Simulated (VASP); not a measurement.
# CaMg (P4mm) in VASP: notebook

Runs on CaMg. Level: LDA. Tasks: single point.

Program: VASP 6.6.1. These are calculated values, not measurements. Logs are shortened: lines on timing, memory, paths and dates and some standing lists are left out, and cuts for length are marked.

### Step 1. The cell of the first run

The structure is tetragonal, space group P4mm (No. 99). The conventional cell has a = 3.794 Å, b = 3.794 Å, c = 3.794 Å, α = 90.00°, β = 90.00°, γ = 90.00°. Ca (site symmetry 4mm) has 8 Mg at 3.24 to 3.34 Å and 6 Ca at 3.79 Å within 4.3 Å. Mg (site symmetry 4mm) has 8 Ca at 3.24 to 3.34 Å and 6 Mg at 3.79 Å within 4.3 Å.

### Step 2. Single point, LDA (atoms displaced along a vibrational mode, the cell strained)

The input, INCAR:

```
PREC     = Accurate       # precision mode
ENCUT    = 520            # plane-wave cutoff, eV
EDIFF    = 1E-6           # SCF threshold, eV
ISMEAR   = 0              # smearing method
SIGMA    = 0.15           # smearing width, eV
LREAL    = False          # projectors in reciprocal space
LASPH    = True           # aspherical terms in the spheres
NELM     = 80             # most SCF steps
ALGO     = Normal         # electronic algorithm
ISIF     = 2              # what is computed and relaxed
LWAVE    = False          # write WAVECAR
LCHARG   = True           # write CHGCAR
GGA      = CA             # functional
LELF     = True           # ELF
LVHAR    = True         
NBANDS   = 13             # bands
```

The input, KPOINTS:

```
regular mesh
0
Gamma
  12 12 12
```

The input, POSCAR:

```
CaMg
1.0
    3.7938385159      0.0000000000      0.0000000000
    0.0000000000      3.7938385159      0.0000000000
    0.0000000000      0.0000000000      3.7938385159
Ca Mg
1 1
Direct
    0.0085505821      0.0000000000      0.0000000000
    0.4859004225      0.5000000000      0.5000000000
```

Potentials or basis: VASP PAW LDA potentials, release 64 (Ca_sv, Mg).

Run with:

```
cat potpaw_LDA.64/Ca_sv/POTCAR potpaw_LDA.64/Mg/POTCAR > POTCAR
mpirun -np 1 vasp_std > vasp.out
```

OUTCAR:

```text
PREC = Accurate
   ENCUT = 520
   EDIFF = 1E-6
   ISMEAR = 0
   LREAL = False
   LASPH = True
   NELM = 80
   ISIF = 2
   GGA = CA

 ion  position               nearest neighbor table
   1  0.009  0.000  0.000-   2 3.24   2 3.24   2 3.24   2 3.24   2 3.34   2 3.34   2 3.34   2 3.34

   2  0.486  0.500  0.500-   1 3.24   1 3.24   1 3.24   1 3.24   1 3.34   1 3.34   1 3.34   1 3.34

  LATTYP: Found a simple cubic cell.
 ALAT       =     3.7938385159

  Lattice vectors:

 A1 = (   3.7938385159,   0.0000000000,   0.0000000000)
 A2 = (   0.0000000000,   3.7938385159,   0.0000000000)
 A3 = (   0.0000000000,   0.0000000000,   3.7938385159)

Analysis of symmetry for initial positions (statically):
=====================================================================
 Subroutine PRICEL returns:
 Original cell was already a primitive cell.

 Routine SETGRP: Setting up the symmetry group for a
 simple cubic supercell.

 Subroutine GETGRP returns: Found  8 space group operations
 (whereof  8 operations were pure point group operations)
 out of a pool of 48 trial point group operations.

The static configuration has the point symmetry C_4v.

Analysis of symmetry for dynamics (positions and initial velocities):
=====================================================================
 Subroutine PRICEL returns:
 Original cell was already a primitive cell.

 Routine SETGRP: Setting up the symmetry group for a
 simple cubic supercell.

 Subroutine GETGRP returns: Found  8 space group operations
 (whereof  8 operations were pure point group operations)
 out of a pool of 48 trial point group operations.

The dynamic configuration has the point symmetry C_4v.

 Subroutine INISYM returns: Found  8 space group operations
 (whereof  8 operations are pure point group operations),
 and found     1 'primitive' translations

----------------------------------------------------------------------------------------

                                     Primitive cell

  volume of cell :      54.6055

  direct lattice vectors                    reciprocal lattice vectors
     3.793838516  0.000000000  0.000000000     0.263585283  0.000000000  0.000000000
     0.000000000  3.793838516  0.000000000     0.000000000  0.263585283  0.000000000
     0.000000000  0.000000000  3.793838516     0.000000000  0.000000000  0.263585283

  length of vectors
     3.793838516  3.793838516  3.793838516     0.263585283  0.263585283  0.263585283

[... 83 lines left out ...]
   NSW    =      0    number of steps for IOM
   IBRION =     -1    ionic relax: 0-MD 1-quasi-New 2-CG
   NFREE  =      0    steps in history (QN), initial steepest desc. (CG)
   ISIF   =      2    stress and relaxation
   ISYM   =      2    0-nonsym 1-usesym 2-fastsym
   POTIM  = 0.5000    time-step for ionic-motion
   TEBEG  =    0.0;   TEEND  =   0.0 temperature during run
   PSTRESS=    0.0 pullay stress
   NELECT =      12.0000    total number of electrons
   NUPDOWN=      -1.0000    fix difference up-down
   EMIN   =  10.00;   EMAX   =-10.00  energy-range for DOS
   EFERMI =   0.00;   METHOD = LEGACY
   ISMEAR =     0;   SIGMA  =   0.15  broadening in eV -4-tet -1-fermi 0-gaus
   EFERMI_NEDOS =   21; number of points for ismear=-14 and -15
   IALGO  =     38    algorithm
   IMIX   =      4    mixing-type and parameters
     AMIX     =   0.40;   BMIX     =  1.00
     AMIX_MAG =   1.60;   BMIX_MAG =  1.00
  volume/ion in A,a.u.               =      27.30       184.25
  Fermi-wavevector in a.u.,A,eV,Ry     =   0.987923  1.866904 13.279174  0.975992
  Thomas-Fermi vector in A             =   2.119412
   LORBIT       =      0    0 simple, 1 ext, 2 COOP (PROOUT), +10 PAW based schemes
   GGA     = CA    functional components
   LHFCALC =     F    Hartree Fock is set to
   AEXX    =    0.0000 exact exchange contribution
   IVDW    =     0    specifies the selected vdW correction
   LEPSILON=     F    determine dielectric tensor
   LRPA    =     F    only Hartree local field effects (RPA)
 non-spin polarized calculation
 Gauss-broadening in eV      SIGMA  =   0.15
  energy-cutoff  :      520.00
  volume of cell :       54.61
 maximum number of plane-waves:      1492
   NGX = 15   NGY = 15   NGZ = 15

 number of electron      12.0000000 magnetization

 Free energy of the ion-electron system (eV)
  ---------------------------------------------------
  ext. energy  EPLUGINS =         0.00000000
  ---------------------------------------------------
  free energy    TOTEN  =        -4.26848287 eV

  energy without entropy =       -4.24904955  energy(sigma->0) =       -4.25876621

 E-fermi :   2.5881     XC(G=0):  -8.8352

 val. band max:        2.5828596402   @ k =   0.4167   0.0000   0.5000
 cond. band min:       2.5941888533   @ k =   0.2500   0.1667   0.0000
 fundamental gap:      0.0113292131
 Fermi energy:         2.5881025983

 k-point     1 :       0.0000    0.0000    0.0000
  band No.  band energies     occupation
      1     -38.1210      2.00000
      2     -19.4028      2.00000
      3     -19.4028      2.00000
      4     -19.4027      2.00000
      5      -2.8606      2.00000
      6       3.4842      0.00000
      7       3.4843      0.00000
      8       6.6582      0.00000
      9       6.6582      0.00000
     10       6.6652      0.00000
     11       7.1425      0.00000
     12       7.1443      0.00000
     13       7.1443      0.00000
[... 354 lines left out ...]
  band No.  band energies     occupation
      1     -38.1145      2.00000
      2     -19.4929      2.00000
      3     -19.4026      2.00000
      4     -19.3941      2.00000
      5      -1.5462      2.00000
      6       1.6179      2.00000
      7       4.0049      0.00000
      8       5.0540      0.00000
      9       5.2341      0.00000
     10       6.6765      0.00000
     11       7.0626      0.00000
     12       8.9439      0.00000
     13       9.5769      0.00000

 [... further k-points ...]
[... 5 lines left out ...]
  --------------------------------------------------------------------------------------
  -------------------------------------------------------------------------------------
  Total        0.5078378      0.5439747      0.5439747     -0.0000000      0.0000000      0.0000000
  in kB       14.9004401     15.9607307     15.9607307     -0.0000000      0.0000000      0.0000000
  external PRESSURE =      15.6073005 kB  Pullay stress =       0.0000000 kB

 VOLUME and BASIS-vectors are now :
 -----------------------------------------------------------------------------
  energy-cutoff  :      520.00
  volume of cell :       54.61
      direct lattice vectors                 reciprocal lattice vectors
     3.793838516  0.000000000  0.000000000     0.263585283  0.000000000  0.000000000
     0.000000000  3.793838516  0.000000000     0.000000000  0.263585283  0.000000000
     0.000000000  0.000000000  3.793838516     0.000000000  0.000000000  0.263585283

 POSITION                                       TOTAL-FORCE (eV/Angst)
 -----------------------------------------------------------------------------------
      0.03244      0.00000      0.00000        -0.248809      0.000000     -0.000000
      1.84343      1.89692      1.89692         0.248809     -0.000000      0.000000
 -----------------------------------------------------------------------------------
    total drift:                                0.000090      0.000000      0.000000

  FREE ENERGIE OF THE ION-ELECTRON SYSTEM (eV)
  ---------------------------------------------------
  free  energy   TOTEN  =        -4.2684828691 eV

  energy  without entropy=       -4.2490495526  energy(sigma->0) =       -4.25876621
```

OSZICAR:

```text
N       E                     dE             d eps       ncg     rms          rms(c)
DAV:   1     0.702305048046E+02    0.70231E+02   -0.55531E+03  5096   0.815E+02
DAV:   2    -0.235183727338E+01   -0.72582E+02   -0.71275E+02  5776   0.204E+02
DAV:   3    -0.426620732966E+01   -0.19144E+01   -0.18869E+01  8073   0.306E+01
DAV:   4    -0.434123086202E+01   -0.75024E-01   -0.74843E-01  6193   0.508E+00
DAV:   5    -0.434282093323E+01   -0.15901E-02   -0.15900E-02  7551   0.664E-01    0.259E+00
DAV:   6    -0.428415567581E+01    0.58665E-01   -0.63056E-02  5987   0.205E+00    0.165E+00
DAV:   7    -0.426990758840E+01    0.14248E-01   -0.48318E-02  6379   0.179E+00    0.318E-01
DAV:   8    -0.426850839517E+01    0.13992E-02   -0.48062E-03  6226   0.715E-01    0.307E-02
DAV:   9    -0.426849015549E+01    0.18240E-04   -0.35639E-04  7408   0.121E-01    0.287E-02
DAV:  10    -0.426848313030E+01    0.70252E-05   -0.46234E-05  6051   0.689E-02    0.330E-03
DAV:  11    -0.426848286914E+01    0.26116E-06   -0.24717E-06  6315   0.129E-02
   1 F= -.42684829E+01 E0= -.42587662E+01  d E =-.194333E-01
```

stdout:

```text
POSCAR found type information on POSCAR CaMg
 POSCAR found :  2 types and       2 ions
 scaLAPACK will be used
 LDA part: xc-table for (Slater(with rela. corr.)+CA(PZ))
 , standard interpolation
 POSCAR, INCAR and KPOINTS ok, starting setup
 FFT: planning ... GRIDC
 FFT: planning ... GRID_SOFT
 FFT: planning ... GRID
 WAVECAR not read
 entering main loop
```

Wall time 32 s (1 thread of Intel Xeon 6975P-C (Granite Rapids), shared host); peak memory 0.26 GiB.

What came out:

```yaml
Free_energy: -4.2685 eV
Pressure: 1.6 GPa
Largest_force: 0.249 eV/Å
Band_gap_on_the_k_mesh: zero (bands 6 and 7 overlap by 1.34 eV)
```

Forces in eV/Å, atoms in the order of the input:
```
Ca  -0.249  0.000  0.000
Mg   0.249  0.000  0.000
```

Stress tensor (GPa, compression positive):
```
1.49 0.00 0.00
0.00 1.60 0.00
0.00 0.00 1.60
```

Levels at points of the mesh, in eV from the Fermi level:
```
           k point  band 2  band 3  band 4  band 5  band 6  band 7  band 8  band 9  band 10  band 11
(0.00, 0.00, 0.00)  -21.99  -21.99  -21.99   -5.45    0.90    0.90    4.07    4.07     4.08     4.55
(0.50, 0.00, 0.00)  -22.11  -21.98  -21.98   -2.98   -2.55    1.73    2.39    2.39     4.29     4.97
(0.00, 0.50, 0.00)  -22.11  -21.98  -21.98   -2.97   -2.56    1.73    2.38    2.39     4.29     4.97
(0.50, 0.50, 0.00)  -22.09  -22.09  -21.97   -2.00   -0.20   -0.19    0.35    2.96     2.97     4.97
(0.00, 0.50, 0.50)  -22.09  -22.09  -21.97   -2.00   -0.19   -0.19    0.35    2.97     2.97     4.97
(0.50, 0.50, 0.50)  -22.08  -22.08  -22.08   -0.45   -0.44   -0.44    1.85    3.11     3.11     3.12
```

Caveat: the cell differs from its parent crystal (atoms displaced along a vibrational mode, the cell strained).

### Step 3. Single point, LDA (atoms displaced along a vibrational mode, the cell strained)

The input, INCAR:

```
SYSTEM = CaMg
ALGO = Normal
EDIFF = 1E-7
ENCUT = 520
ISIF = 2
ISMEAR = 0
LASPH = .True.
LCHARG = .True.
LELF = .True.
LREAL = .False.
LVHAR = .True.
LWAVE = .False.
NBANDS = 13
NELM = 60
PREC = Accurate
SIGMA = 0.15
```

The input, KPOINTS:

```
k-points
0
Gamma
  12 12 12
  0 0 0
```

The input, POSCAR:

```
CaMg
1.0
    3.8262479978      0.0000000000      0.0000000000
    0.0000000000      3.8262479978      0.0000000000
    0.0000000000      0.0000000000      3.8262479978
Ca Mg
1 1
Direct
    0.0042752911      0.0000000000      0.0000000000
    0.4929502113      0.5000000000      0.5000000000
```

Potentials or basis: VASP PAW LDA potentials, release 64 (Ca_sv, Mg).

Run with:

```
cat potpaw_LDA.64/Ca_sv/POTCAR potpaw_LDA.64/Mg/POTCAR > POTCAR
mpirun -np 1 vasp_std > vasp.out
```

Run time: 35 s. Hardware: 1 thread of Intel Xeon 6975P-C (Granite Rapids), shared host; peak memory 0.27 GiB.

It converged, with:

- Free energy: -4.2862 eV
- Pressure: 0.7 GPa
- Largest force: 0.118 eV/Å
- Band gap on the k mesh: zero (bands 6 and 7 overlap by 1.33 eV)

Forces in eV/Å, atoms in the order of the input:
```
Ca  -0.118  0.000  0.000
Mg   0.118  0.000  0.000
```

Levels at points of the mesh, in eV from the Fermi level:
```tsv
k point	band 3	band 4	band 5	band 6	band 7	band 8	band 9	band 10
(0.00, 0.00, 0.00)	-22.06	-22.06	-5.39	0.92	0.92	4.00	4.00	4.01
(0.50, 0.00, 0.00)	-22.05	-22.05	-2.97	-2.53	1.73	2.35	2.35	4.21
(0.00, 0.50, 0.00)	-22.05	-22.05	-2.97	-2.53	1.73	2.35	2.35	4.21
(0.50, 0.50, 0.00)	-22.15	-22.04	-1.98	-0.21	-0.21	0.34	2.93	2.93
(0.00, 0.50, 0.50)	-22.15	-22.04	-1.98	-0.21	-0.21	0.34	2.93	2.93
(0.50, 0.50, 0.50)	-22.14	-22.14	-0.42	-0.41	-0.41	1.73	3.04	3.04
```

Caveat: the cell differs from its parent crystal (atoms displaced along a vibrational mode, the cell strained).

[end of part 1 of 2]
